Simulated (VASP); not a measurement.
## ZrB: single point with LDA

ZrB:

```xyz
2
Lattice="0.0000 2.1784 2.6132 2.1784 0.0000 2.6132 2.1784 2.1784 0.0000" Properties=species:S:1:pos:R:3 pbc="T T T"
Zr    0.0000    0.0000    0.0000
B     2.1784    2.1784    2.6132
```

```
Program                : VASP 6.6.1
Task                   : single point
Functional             : LDA
Potentials or basis    : VASP PAW LDA potentials, release 64 (Zr_sv, B)
Cutoff                 : 520 eV
k mesh                 : 18 × 18 × 18
Occupations            : gaussian, width 0.15 eV
Spin                   : no spin polarisation
Dipole correction      : no
Further INCAR settings : ALGO = Normal; EDIFF = 1e-07; NBANDS = 14
```

```json
{
  "Pressure": "37.4 GPa",
  "Band gap on the k mesh": "zero (an odd number of electrons rules out a gap without spin polarisation)"
}
```

Stress tensor (GPa, compression positive):
```
 63.11   0.00   0.00
  0.00  63.11   0.00
  0.00   0.00 -13.99
```

Levels at points of the mesh, in eV from the Fermi level:
```tsv
k point	band 6	band 7	band 8	band 9	band 10	band 11
(0.00, 0.00, 0.00)	0.43	1.82	2.60	2.60	2.92	4.16
(0.50, 0.00, 0.00)	-3.23	-2.16	-1.56	5.36	6.21	7.78
(0.50, 0.50, 0.00)	-1.58	-1.28	3.35	3.35	5.39	6.61
(0.50, 0.00, 0.50)	-1.26	0.63	1.73	2.79	4.96	5.35
```

Wall time 64 s on 1 thread of Intel(R) Xeon(R) 6975P-C (Granite Rapids), on a shared host, peak memory 0.27 GiB.

Caveat: the cell stands under pressure.
